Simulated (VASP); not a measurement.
HgTe (rocksalt type):

```
Hg Te
1.0
     0.00000    2.97835    2.97835
     2.97835    0.00000    2.97835
     2.97835    2.97835    0.00000
Hg Te
1 1
Direct
  0.00000 0.00000 0.00000
  0.50000 0.50000 0.50000
```

- Program: VASP 6.6.1
- Task: relaxation of cell and atoms
- Functional: PBE
- Potentials or basis: VASP PAW PBE potentials, release 64 (Hg, Te)
- Cutoff: 600 eV
- k mesh: 12 × 12 × 12
- Occupations: fermi-dirac, width 0.1 eV
- Spin: no spin polarisation

At the start: pressure 5.7 GPa; volume 26.42 Å³/atom.

**Question.** Where does the relaxation end?

**Answer.** Over 3 steps the energy falls by 43.2 meV/atom and the volume is 29.08 Å³/atom (+10.1 %); space group Fm-3m (No. 225, to 0.1 Å) before and after.

Step by step:
```csv
step,energy change (eV),largest force (eV/Å),pressure (GPa),volume (Å³)
1,0.0000,0.0000,5.74,52.84
2,-0.0750,0.0000,-1.56,60.42
3,-0.0864,0.0000,0.02,58.15
```

Final structure:
```
Hg Te
1.0
     0.00000    3.07503    3.07503
     3.07503    0.00000    3.07503
     3.07503    3.07503    0.00000
Hg Te
1 1
Direct
  0.00000 0.00000 0.00000
  0.50000 0.50000 0.50000
```
